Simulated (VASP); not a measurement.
# BAs (F-43m) in VASP: single point with LDA

Aim: the single point of BAs with LDA.

Program: VASP 6.6.1. These are calculated values, not measurements. Logs are shortened: lines on timing, memory, paths and dates and some standing lists are left out, and cuts for length are marked.

## (1) The cell of the first run

Symmetry: F-43m, No. 216, cubic system. The conventional cell has a = 4.732 Å, b = 4.732 Å, c = 4.732 Å, α = 90.00°, β = 90.00°, γ = 90.00°. Within 2.7 Å of B (site symmetry -43m) lie 4 As at 2.05 Å. As (site symmetry -43m) has 4 B at 2.05 Å within 2.7 Å.

## (2) Single point, LDA

INCAR reads:

```
  PREC = Accurate
  ENCUT = 560
  EDIFF = 1E-6
  ISMEAR = 0
  SIGMA = 0.02
  LREAL = False
  LASPH = True
  NELM = 120
  ALGO = Normal
  ISIF = 2
  LWAVE = False
  LCHARG = True
  LELF = True
  LVHAR = True
  NBANDS = 16
  GGA_COMPAT = False
```

KPOINTS reads:

```
regular mesh
0
Gamma
  10 10 10
```

POSCAR reads:

```
BAs
1.0
    0.0000000000      2.3659693683      2.3659693683
    2.3659693683      0.0000000000      2.3659693683
    2.3659693683      2.3659693683      0.0000000000
B As
1 1
Direct
    0.0000000000      0.0000000000      0.0000000000
    0.2500000000      0.2500000000      0.2500000000
```

Potentials or basis: VASP PAW LDA potentials, release 64 (B, As_d).

Started as:

```console
cat potpaw_LDA.64/B/POTCAR potpaw_LDA.64/As_d/POTCAR > POTCAR
mpirun -np 1 vasp_std > vasp.out
```

OUTCAR:

```text
PREC = Accurate
   ENCUT = 560
   EDIFF = 1E-6
   ISMEAR = 0
   LREAL = False
   LASPH = True
   NELM = 120
   ISIF = 2

 ion  position               nearest neighbor table
   1  0.000  0.000  0.000-   2 2.05   2 2.05   2 2.05   2 2.05
   2  0.250  0.250  0.250-   1 2.05   1 2.05   1 2.05   1 2.05

  LATTYP: Found a face centered cubic cell.
 ALAT       =     4.7319387366

  Lattice vectors:

 A1 = (   0.0000000000,   2.3659693683,   2.3659693683)
 A2 = (   2.3659693683,   0.0000000000,   2.3659693683)
 A3 = (   2.3659693683,   2.3659693683,   0.0000000000)

Analysis of symmetry for initial positions (statically):
=====================================================================
 Subroutine PRICEL returns:
 Original cell was already a primitive cell.

 Routine SETGRP: Setting up the symmetry group for a
 face centered cubic supercell.

 Subroutine GETGRP returns: Found 24 space group operations
 (whereof 24 operations were pure point group operations)
 out of a pool of 48 trial point group operations.

The static configuration has the point symmetry T_d .

Analysis of symmetry for dynamics (positions and initial velocities):
=====================================================================
 Subroutine PRICEL returns:
 Original cell was already a primitive cell.

 Routine SETGRP: Setting up the symmetry group for a
 face centered cubic supercell.

 Subroutine GETGRP returns: Found 24 space group operations
 (whereof 24 operations were pure point group operations)
 out of a pool of 48 trial point group operations.

The dynamic configuration has the point symmetry T_d .

 Subroutine INISYM returns: Found 24 space group operations
 (whereof 24 operations are pure point group operations),
 and found     1 'primitive' translations

----------------------------------------------------------------------------------------

                                     Primitive cell

  volume of cell :      26.4885

  direct lattice vectors                    reciprocal lattice vectors
     0.000000000  2.365969368  2.365969368    -0.211329870  0.211329870  0.211329870
     2.365969368  0.000000000  2.365969368     0.211329870 -0.211329870  0.211329870
     2.365969368  2.365969368  0.000000000     0.211329870  0.211329870 -0.211329870

  length of vectors
     3.345985969  3.345985969  3.345985969     0.366034073  0.366034073  0.366034073

  position of ions in fractional coordinates (direct lattice)
     0.000000000  0.000000000  0.000000000
     0.250000000  0.250000000  0.250000000

  ion indices of the primitive-cell ions
   primitive index   ion index
                 1           1
                 2           2

----------------------------------------------------------------------------------------

 KPOINTS: regular mesh

Automatic generation of k-mesh.
 Grid dimensions read from file:
 generate k-points for:   10   10   10

 Generating k-lattice:

  Cartesian coordinates                     Fractional coordinates (reciprocal lattice)
    -0.021132987  0.021132987  0.021132987     0.100000000  0.000000000  0.000000000
     0.021132987 -0.021132987  0.021132987     0.000000000  0.100000000  0.000000000
     0.021132987  0.021132987 -0.021132987     0.000000000  0.000000000  0.100000000

  Length of vectors
     0.036603407  0.036603407  0.036603407

  Shift w.r.t. Gamma in fractional coordinates (k-lattice)
     0.000000000  0.000000000  0.000000000

 Subroutine IBZKPT returns following result:
 ===========================================

 Found     47 irreducible k-points:

 Following reciprocal coordinates:
            Coordinates               Weight
  0.000000  0.000000  0.000000      1.000000
  0.100000  0.000000  0.000000      8.000000
  0.200000  0.000000  0.000000      8.000000
  0.300000  0.000000  0.000000      8.000000
  0.400000  0.000000  0.000000      8.000000
  0.500000  0.000000  0.000000      4.000000
[... 16 lines left out ...]
  0.300000  0.300000  0.000000      6.000000
  0.400000  0.300000  0.000000     24.000000
 [... further k-points ...]
   k-points           NKPTS =     47   k-points in BZ     NKDIM =     47   number of bands    NBANDS=     16
   number of dos      NEDOS =    301   number of ions     NIONS =      2
   total plane-waves  NPLWV =  21952
   dimension x,y,z NGX =    28 NGY =   28 NGZ =   28
   dimension x,y,z NGXF=    56 NGYF=   56 NGZF=   56
   ions per type =               1   1
   NGX,Y,Z   is equivalent  to a cutoff of  13.91, 13.91, 13.91 a.u.
   NGXF,Y,Z  is equivalent  to a cutoff of  27.82, 27.82, 27.82 a.u.
 SYSTEM =  unknown system
   PREC   = accura    normal or accurate (medium, high low for compatibility)
   ISTART =      0    job   : 0-new  1-cont  2-samecut
   ICHARG =      2    charge: 1-file 2-atom 10-const
   ISPIN  =      1    spin polarized calculation?
   LNONCOLLINEAR =      F non collinear calculations
   LSORBIT =      F    spin-orbit coupling
   LASPH  =      T    aspherical Exc in radial PAW
   ENCUT  =  560.0 eV  41.16 Ry    6.42 a.u.   6.46  6.46  6.46*2*pi/ulx,y,z
   NELM   =    120;   NELMIN=  2; NELMDL= -5     # of ELM steps
   EDIFF  = 0.1E-05   stopping-criterion for ELM
   LREAL  =      F    real-space projection
   EDIFFG = 0.1E-04   stopping-criterion for IOM
   NSW    =      0    number of steps for IOM
   IBRION =     -1    ionic relax: 0-MD 1-quasi-New 2-CG
   NFREE  =      0    steps in history (QN), initial steepest desc. (CG)
   ISIF   =      2    stress and relaxation
   ISYM   =      2    0-nonsym 1-usesym 2-fastsym
   POTIM  = 0.5000    time-step for ionic-motion
   TEBEG  =    0.0;   TEEND  =   0.0 temperature during run
   PSTRESS=    0.0 pullay stress
   NELECT =      18.0000    total number of electrons
   NUPDOWN=      -1.0000    fix difference up-down
   EMIN   =  10.00;   EMAX   =-10.00  energy-range for DOS
   EFERMI =   0.00;   METHOD = LEGACY
   ISMEAR =     0;   SIGMA  =   0.02  broadening in eV -4-tet -1-fermi 0-gaus
   EFERMI_NEDOS =   21; number of points for ismear=-14 and -15
   IALGO  =     38    algorithm
   IMIX   =      4    mixing-type and parameters
     AMIX     =   0.40;   BMIX     =  1.00
     AMIX_MAG =   1.60;   BMIX_MAG =  1.00
  volume/ion in A,a.u.               =      13.24        89.38
  Fermi-wavevector in a.u.,A,eV,Ry     =   1.439284  2.719853 28.184998  2.071539
  Thomas-Fermi vector in A             =   2.558157
   LORBIT       =      0    0 simple, 1 ext, 2 COOP (PROOUT), +10 PAW based schemes
   GGA     = CA    functional components
   LHFCALC =     F    Hartree Fock is set to
   AEXX    =    0.0000 exact exchange contribution
   IVDW    =     0    specifies the selected vdW correction
   LEPSILON=     F    determine dielectric tensor
   LRPA    =     F    only Hartree local field effects (RPA)
 non-spin polarized calculation
 Gauss-broadening in eV      SIGMA  =   0.02
  energy-cutoff  :      560.00
  volume of cell :       26.49
 maximum number of plane-waves:       821
 NGX is ok and might be reduce to    28
   NGX = 13   NGY = 13   NGZ = 13

 number of electron      18.0000004 magnetization

 Free energy of the ion-electron system (eV)
  ---------------------------------------------------
  ext. energy  EPLUGINS =         0.00000000
  ---------------------------------------------------
  free energy    TOTEN  =       -12.94237198 eV

  energy without entropy =      -12.94237198  energy(sigma->0) =      -12.94237198

 E-fermi :   5.2212     XC(G=0): -11.5742

 val. band max:        5.0930467530   @ k =   0.0000   0.0000   0.0000
 cond. band min:       6.1945410463   @ k =   0.4000   0.4000   0.0000
 fundamental gap:      1.1014942933
 Fermi energy:         5.2212117063

 k-point     1 :       0.0000    0.0000    0.0000
  band No.  band energies     occupation
      1     -30.8255      2.00000
      2     -30.8255      2.00000
      3     -30.8255      2.00000
      4     -30.7985      2.00000
      5     -30.7985      2.00000
      6     -10.5444      2.00000
[... 8 lines left out ...]
     15      18.4768      0.00000
     16      18.4768      0.00000

 k-point     2 :       0.1000    0.0000    0.0000
  band No.  band energies     occupation
      1     -30.8252      2.00000
      2     -30.8247      2.00000
      3     -30.8247      2.00000
      4     -30.7984      2.00000
      5     -30.7984      2.00000
      6     -10.3764      2.00000
[... 8 lines left out ...]
     15      17.2200      0.00000
     16      17.2200      0.00000

 k-point     3 :       0.2000    0.0000    0.0000
  band No.  band energies     occupation
      1     -30.8242      2.00000
      2     -30.8226      2.00000
      3     -30.8226      2.00000
      4     -30.7981      2.00000
      5     -30.7981      2.00000
      6      -9.8807      2.00000
[... 8 lines left out ...]
     15      16.4466      0.00000
     16      16.4466      0.00000

 k-point     4 :       0.3000    0.0000    0.0000
  band No.  band energies     occupation
      1     -30.8231      2.00000
      2     -30.8205      2.00000
      3     -30.8205      2.00000
      4     -30.7973      2.00000
      5     -30.7973      2.00000
      6      -9.0926      2.00000
[... 8 lines left out ...]
     15      16.9085      0.00000
     16      16.9085      0.00000
[... 324 lines left out ...]
 k-point    22 :      -0.2000    0.2000    0.0000
  band No.  band energies     occupation
      1     -30.8226      2.00000
      2     -30.8192      2.00000
      3     -30.8191      2.00000
      4     -30.7990      2.00000
      5     -30.7964      2.00000
      6      -8.8237      2.00000
[... 8 lines left out ...]
     15      17.7724      0.00000
     16      19.4399      0.00000

 k-point    23 :       0.3000    0.3000    0.0000
  band No.  band energies     occupation
      1     -30.8293      2.00000
      2     -30.8139      2.00000
      3     -30.8139      2.00000
      4     -30.8028      2.00000
      5     -30.7941      2.00000
      6      -8.5849      2.00000
[... 8 lines left out ...]
     15      20.2672      0.00000
     16      20.7363      0.00000

 k-point    24 :       0.4000    0.3000    0.0000
  band No.  band energies     occupation
      1     -30.8290      2.00000
      2     -30.8120      2.00000
      3     -30.8118      2.00000
      4     -30.8032      2.00000
      5     -30.7933      2.00000
      6      -7.8398      2.00000
[... 8 lines left out ...]
     15      21.1062      0.00000
     16      21.4925      0.00000

 [... further k-points ...]
[... 5 lines left out ...]
  --------------------------------------------------------------------------------------
  -------------------------------------------------------------------------------------
  Total        0.1771208      0.1771208      0.1771208     -0.0000000      0.0000000     -0.0000000
  in kB       10.7132913     10.7132913     10.7132913     -0.0000000      0.0000000     -0.0000000
  external PRESSURE =      10.7132913 kB  Pullay stress =       0.0000000 kB

 VOLUME and BASIS-vectors are now :
 -----------------------------------------------------------------------------
  energy-cutoff  :      560.00
  volume of cell :       26.49
      direct lattice vectors                 reciprocal lattice vectors
     0.000000000  2.365969368  2.365969368    -0.211329870  0.211329870  0.211329870
     2.365969368  0.000000000  2.365969368     0.211329870 -0.211329870  0.211329870
     2.365969368  2.365969368  0.000000000     0.211329870  0.211329870 -0.211329870

 POSITION                                       TOTAL-FORCE (eV/Angst)
 -----------------------------------------------------------------------------------
      0.00000      0.00000      0.00000         0.000000      0.000000      0.000000
      1.18298      1.18298      1.18298        -0.000000     -0.000000     -0.000000
 -----------------------------------------------------------------------------------
    total drift:                                0.000001      0.000001      0.000001

  FREE ENERGIE OF THE ION-ELECTRON SYSTEM (eV)
  ---------------------------------------------------
  free  energy   TOTEN  =       -12.9423719753 eV

  energy  without entropy=      -12.9423719753  energy(sigma->0) =      -12.94237198
```

It took 26 s on 1 thread of Intel Xeon Platinum 8375C at 2.90GHz (Ice Lake), shared host; peak memory 0.15 GiB.

Results:

| Item | Value |
| --- | --- |
| Free energy | -12.9424 eV |
| Pressure | 1.1 GPa |
| Band gap on the k mesh | 1.10 eV (least direct gap 3.29 eV) |

Levels at points of the mesh, in eV from the valence-band top:
| k point | band 5 | band 6 | band 7 | band 8 | band 9 | band 10 | band 11 | band 12 | band 13 | band 14 |
| --- | --- | --- | --- | --- | --- | --- | --- | --- | --- | --- |
| (0.00, 0.00, 0.00) | -35.89 | -15.64 | 0.00 | 0.00 | 0.00 | 3.29 | 3.29 | 3.29 | 5.04 | 9.51 |
| (0.50, 0.00, 0.00) | -35.89 | -12.68 | -8.96 | -1.86 | -1.86 | 2.86 | 4.79 | 4.79 | 8.77 | 12.70 |
| (0.50, 0.50, 0.00) | -35.88 | -11.36 | -8.57 | -4.19 | -4.19 | 1.32 | 1.39 | 11.54 | 11.54 | 12.91 |

A k mesh can miss the band edges.
